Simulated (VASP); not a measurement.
Write the native input for VASP 6.6.1 that does the following.

- Task: single point
- Functional: r2SCAN
- Potentials or basis: VASP PAW PBE potentials, release 64 (C_h)
- Cutoff: 910 eV
- k mesh: 12 × 12 × 12
- Occupations: gaussian, width 0.01 eV
- Spin: no spin polarisation
- Dipole correction: no
- Second run: hard_potentials
- Further INCAR settings: ALGO = Normal; EDIFF = 1e-06; NBANDS = 11

Crystal: C.

```
C
1.0
     0.00000    1.78012    1.78012
     1.78012    0.00000    1.78012
     1.78012    1.78012    0.00000
C
2
Direct
  0.00000 0.00000 0.00000
  0.25000 0.25000 0.25000
```

These files were run (other wordings do the same):

POSCAR

```
C
1.0
    0.0000000000      1.7801243542      1.7801243542
    1.7801243542      0.0000000000      1.7801243542
    1.7801243542      1.7801243542      0.0000000000
C
2
Direct
    0.0000000000      0.0000000000      0.0000000000
    0.2500000000      0.2500000000      0.2500000000
```

INCAR.step1

```
SYSTEM = C
PREC = Accurate ; ENCUT = 910
ISMEAR = 0 ; SIGMA = 0.01
LREAL = .FALSE. ; LASPH = .TRUE.
NELM = 120 ; NBANDS = 11
GGA = PE ; ALGO = Normal
EDIFF = 1E-5 ; LWAVE = .TRUE.
LCHARG = .FALSE. ; GGA_COMPAT = .FALSE.
```

INCAR.step2

```
SYSTEM = C
PREC = Accurate ; ENCUT = 910
EDIFF = 1E-6 ; ISMEAR = 0
SIGMA = 0.01 ; LREAL = .FALSE.
LASPH = .TRUE. ; NELM = 120
ALGO = Normal ; ISIF = 2
LWAVE = .FALSE. ; LCHARG = .FALSE.
METAGGA = R2SCAN ; LMIXTAU = .TRUE.
NBANDS = 11 ; ISTART = 1
GGA_COMPAT = .FALSE.
```

KPOINTS

```
regular mesh
0
G
  12 12 12
  0 0 0
```

Potentials or basis: VASP PAW PBE potentials, release 64 (C_h).

Run with:

```sh
$ cat potpaw_PBE.64/C_h/POTCAR > POTCAR
$ cp INCAR.step1 INCAR
$ mpirun -np 1 vasp_std > vasp.out
$ cp INCAR.step2 INCAR
$ mpirun -np 1 vasp_std > vasp.out
```

It gave:

The pressure is -0.8 GPa. The band gap on the k mesh is 4.39 eV, indirect (least direct gap 5.89 eV).

Caveat: the cutoff is under 1.25 times the usual one of these potentials, so pressure, stress and relaxed cells hold a basis-set (Pulay) error; the PAW data sets were made with another functional, which shifts forces and pressure a little.

It took 55 s on 1 thread of AMD EPYC 9R45 96-Core Processor (Zen 5) (shared host), peak memory 0.13 GiB.
